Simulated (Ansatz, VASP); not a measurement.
# Two plane-wave programs on Zr2B

File INCAR:

```
PREC = Accurate
ENCUT = 600
EDIFF = 1E-6
ISMEAR = 0
SIGMA = 0.1
LREAL = False
LASPH = True
NELM = 80
ALGO = Normal
ISIF = 3
LWAVE = False
LCHARG = False
GGA = PE
IBRION = 2
NSW = 90
EDIFFG = -0.04
```

File KPOINTS:

```
Automatic mesh
0
Gamma
  6 6 6
```

File POSCAR:

```
Zr2B
1.0
    0.0000000000      2.4525758700      2.4525758700
    2.4525758700      0.0000000000      2.4525758700
    2.4525758700      2.4525758700      0.0000000000
Zr B
2 1
Direct
    0.2500000000      0.2500000000      0.2500000000
    0.0000000000      0.0000000000      0.0000000000
    0.7500000000      0.7500000000      0.7500000000
```

Input for Ansatz:

```yaml
crystal:
  lattice:
    - [0.0, 2.45257587, 2.45257587]
    - [2.45257587, 0.0, 2.45257587]
    - [2.45257587, 2.45257587, 0.0]
  atoms:
    - { symbol: Zr, position: [0.25, 0.25, 0.25] }
    - { symbol: Zr, position: [0.0, 0.0, 0.0] }
    - { symbol: B, position: [0.75, 0.75, 0.75] }
basis:
  ecutwfc: 420
kpoints:
  mp_grid: { grid: [6, 6, 6] }
hamiltonian:
  xc: pbe
scf:
  occupations: { method: gaussian, width: 0.1 }
  lower_state_search: "off"
output:
  forces: true
  stress: true
  eigenvalues: true
relax:
  adjacent_minimum: "off"
  f_tol: 0.04
  max_steps: 70
  cell: { stress_tol: 0.4 }
```

Alike in both runs: task relaxation of cell and atoms; functional PBE; k mesh 6 × 6 × 6; occupations gaussian, width 0.1 eV; no spin polarisation.

```csv
,VASP,Ansatz
version,VASP 6.6.1,Ansatz 0.2.0
potentials or method,"VASP PAW PBE potentials, release 64 (Zr_sv, B), cutoff 600 eV","scalar-relativistic, plane waves, PAW"
valence electrons in the cell,27,27
```

Ansatz gave:

```
gap on the k mesh at the Fermi level, each at its own relaxed structure (eV) : none
relaxed volume (Å³/atom)                                                     : 18.91
relaxed cell length with the largest relative difference (Å)                 : 4.313
```

Q: Estimate VASP's values.

A: gap on the k mesh at the Fermi level, each at its own relaxed structure (eV): none; relaxed volume (Å³/atom): 18.80; relaxed cell length with the largest relative difference (Å): 4.304.

A gap of «none» marks a metal or a gap that the smearing closes.

The k mesh is coarse, so the values compare programs but aren't converged. Noted on VASP's run: the volume moved by over 15 % at a fixed basis, so the end points are rough.
